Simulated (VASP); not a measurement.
**BaS: single point with PBE**

Crystal: BaS.

```
Ba S
1.0
     0.00000    3.21180    3.21180
     3.30815    0.00000    3.21180
     3.30815    3.21180    0.00000
Ba S
1 1
Cartesian
  0.0000 0.0000 0.0000
  3.3081 3.2118 3.2118
```

This cell differs from its parent crystal: uniaxial x strain +3.0%.

| Property | Result |
| --- | --- |
| Program | VASP 6.6.1 |
| Task | single point |
| Functional | PBE |
| Potentials or basis | VASP PAW PBE potentials, release 64 (Ba_sv, S) |
| Cutoff | 520 eV |
| k mesh | 4 × 4 × 4 |
| Occupations | gaussian, width 0.01 eV |
| Spin | no spin polarisation |
| Dipole correction | no |
| Further INCAR settings | ALGO = Normal; EDIFF = 1e-06; NBANDS = 15 |

```
Pressure               : -0.5 GPa
Band gap on the k mesh : 2.14 eV, indirect (least direct gap 2.30 eV)
```

Stress tensor (GPa, compression positive):
```
-1.73  0.00  0.00
 0.00  0.19  0.00
 0.00  0.00  0.19
```

Levels at points of the mesh, in eV from the valence-band top:
```
           k point  band 4  band 5  band 6  band 7  band 8  band 9  band 10  band 11  band 12  band 13
(0.00, 0.00, 0.00)  -11.32  -10.32   -0.08    0.00    0.00    3.32     3.70     3.89     3.89     4.66
(0.50, 0.00, 0.00)  -11.34   -9.27   -1.87   -1.04   -1.02    5.35     5.51     6.07     6.14     8.31
(0.50, 0.50, 0.00)  -11.47  -10.22   -0.55   -0.24   -0.16    2.14     5.61     5.92     7.07     7.33
(0.00, 0.50, 0.50)  -11.46  -10.22   -0.68   -0.15   -0.15    2.16     5.72     5.74     7.22     7.22
```

Run time: 11 s on 1 thread of AMD EPYC 9R45 96-Core Processor (Zen 5), on a shared host, peak memory 0.17 GiB.

Caveat: the cell differs from its parent crystal (uniaxial x strain +3.0%); spin-orbit coupling is left out, which moves the levels of the heavy elements. A k mesh can miss the band edges.
